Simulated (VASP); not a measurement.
CsI:

```xyz
2
Lattice="4.6081 0.0000 0.0000 0.0000 4.6081 0.0000 0.0000 0.0000 4.6081" Properties=species:S:1:pos:R:3 pbc="T T T"
Cs    0.0000    0.0000    0.0000
I     2.3040    2.3040    2.3040
```

Program: VASP 6.6.1. Alike in all runs: task single point; potentials or basis VASP PAW PBE potentials, release 64 (Cs_sv, I); no spin polarisation; cell as given; smearing gaussian 0.01 eV. Hardware: 1 thread of Intel(R) Xeon(R) Platinum 8259CL CPU @ 2.50GHz (Skylake/Cascade Lake) (shared host).

Problem. Order these runs on this cell by their wall time, lowest first.
A. level HSE06; k mesh 4 × 4 × 4; cutoff (eV) 400; grid for exact exchange (PRECFOCK) Normal; screening parameter 0.2079 1/Å
B. level PBE; k mesh 6 × 6 × 6; cutoff (eV) 500
C. level r2SCAN; k mesh 4 × 4 × 4; cutoff (eV) 550

Solution. B (19 s), C (55 s), A (320 s).
